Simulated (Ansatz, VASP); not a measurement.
GaN: VASP beside Ansatz

INCAR

```
PREC     = Accurate       # precision mode
ENCUT    = 600            # plane-wave cutoff, eV
EDIFF    = 1E-6           # SCF threshold, eV
ISMEAR   = -1             # smearing method
SIGMA    = 0.05           # smearing width, eV
LREAL    = False          # projectors in reciprocal space
LASPH    = True           # aspherical terms in the spheres
NELM     = 120            # most SCF steps
ALGO     = Normal         # electronic algorithm
ISIF     = 2              # what is computed and relaxed
LWAVE    = False          # write WAVECAR
LCHARG   = False          # write CHGCAR
GGA      = PE             # functional
NBANDS   = 46             # bands
GGA_COMPAT= False
```

Contents of KPOINTS:

```
Automatic mesh
0
Gamma
  10 10 3
```

POSCAR

```
GaN
1.0
    3.1459778032      0.0000000000      0.0000000000
   -1.5729889016      2.7244966974      0.0000000000
    0.0000000000      0.0000000000     10.1454165942
Ga N
4 4
Direct
    0.0000000000      0.0000000000      0.7858680000
    0.6666666667      0.3333333333      0.0373490000
    0.3333333333      0.6666666667      0.5373490000
    0.0000000000      0.0000000000      0.2858680000
    0.0000000000      0.0000000000      0.0930380000
    0.6666666667      0.3333333333      0.3437450000
    0.0000000000      0.0000000000      0.5930380000
    0.3333333333      0.6666666667      0.8437450000
```

File input.yaml:

```yaml
crystal:
  lattice:
    - [3.1459778032, 0.0, 0.0]
    - [-1.5729889016, 2.7244966974, 0.0]
    - [0.0, 0.0, 10.1454165942]
  atoms:
    - { symbol: Ga, position: [0.0, 0.0, 0.785868] }
    - { symbol: Ga, position: [0.6666666667, 0.3333333333, 0.037349] }
    - { symbol: Ga, position: [0.3333333333, 0.6666666667, 0.537349] }
    - { symbol: Ga, position: [0.0, 0.0, 0.285868] }
    - { symbol: "N", position: [0.0, 0.0, 0.093038] }
    - { symbol: "N", position: [0.6666666667, 0.3333333333, 0.343745] }
    - { symbol: "N", position: [0.0, 0.0, 0.593038] }
    - { symbol: "N", position: [0.3333333333, 0.6666666667, 0.843745] }
hamiltonian:
  xc: pbe
  pseudopotentials: { kind: paw }
kpoints:
  mp_grid: { grid: [10, 10, 3] }
scf:
  occupations: { method: fermi_dirac, width: 0.05 }
output:
  forces: true
  stress: true
  eigenvalues: true
```

Alike in both runs: task single point; functional PBE; k mesh 10 × 10 × 3; occupations fermi-dirac, width 0.05 eV; no spin polarisation.

|  | VASP | Ansatz |
| --- | --- | --- |
| version | VASP 6.6.1 | Ansatz 0.2.0 |
| potentials or method | VASP PAW PBE potentials, release 64 (Ga_d, N) | Ansatz PAW |
| plane-wave cutoff (eV) | 600 | 420 |
| valence electrons in the cell | 72 | 72 |

Ansatz gave:

| Item | Value |
| --- | --- |
| gap on the k mesh at the Fermi level (eV) | 1.27 |
| least direct gap on the mesh (eV) | 1.27 |
| pressure (GPa) | 11.8 |
| traceless stress, the component that is largest in VASP (GPa) | 2.32 |
| rms of the force components (eV/Å) | 0.276 |

**Question.** Which values does VASP return?

**Answer.** gap on the k mesh at the Fermi level (eV): 1.28; least direct gap on the mesh (eV): 1.28; pressure (GPa): 11.7; traceless stress, the component that is largest in VASP (GPa): 2.32; rms of the force components (eV/Å): 0.274.

Atom by atom the forces differ by 0.003 eV/Å (rms over components). The functional is the same, so the differences come from potentials, cutoffs and numerics.

Noted on Ansatz's run: odd divisions of the mesh miss points on the zone boundary, where band edges often lie, so the gap on the mesh can be too wide.
